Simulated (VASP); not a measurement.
Set up this calculation in VASP 6.6.1, as the native input.

```
Task                   : single point
Functional             : PBEsol
Dispersion             : D3(BJ)
Potentials or basis    : VASP PAW PBE potentials, release 64 (Bi_d)
Cutoff                 : 520 eV
k mesh                 : 16 × 16 × 16
Occupations            : gaussian, width 0.15 eV
Spin                   : no spin polarisation
Dipole correction      : no
Further INCAR settings : ALGO = Fast; EDIFF = 1e-06; NBANDS = 14
```

The structure of Bi lies in POSCAR:

```
Bi
1.0
   -1.7764039436      2.1611776359      1.8340238041
    1.7764039436     -2.1611776359      1.8340238041
    1.7764039436      2.1611776359     -1.8340238041
Bi
1
Direct
    0.0000000000      0.0000000000      0.0000000000
```

This cell differs from its parent crystal: strain +e along x and -e along y -0.1000, strain +e along z and -e/2 along x and y -0.0467.

These files were run (other wordings do the same):

INCAR

```
SYSTEM = Bi
PREC = Accurate
ENCUT = 520
EDIFF = 1E-6
ISMEAR = 0
SIGMA = 0.15
LREAL = .False.
LASPH = .True.
NELM = 60
ALGO = Fast
ISIF = 2
LWAVE = .False.
LCHARG = .True.
GGA = PS
IVDW = 12
LELF = .True.
LVHAR = .True.
NBANDS = 14
```

KPOINTS

```
regular mesh
0
Gamma
  16 16 16
  0 0 0
```

Potentials or basis: VASP PAW PBE potentials, release 64 (Bi_d).

Command:

```sh
$ cat potpaw_PBE.64/Bi_d/POTCAR > POTCAR
$ mpirun -np 1 vasp_std > vasp.out
```

Results of the run:

```yaml
Pressure: 1.2 GPa
Band_gap_on_the_k_mesh: zero (an odd number of electrons rules out a gap without spin polarisation)
Dispersion_energy_per_atom: -0.581 eV
```

Caveat: the cell differs from its parent crystal (strain +e along x and -e along y -0.1000, strain +e along z and -e/2 along x and y -0.0467); the PAW data sets were made with another functional, which shifts forces and pressure a little; spin-orbit coupling is left out, which moves the levels of the heavy elements.

It took 5.7 min on 1 thread of Intel Xeon 8259CL (shared host), peak memory 0.34 GiB.
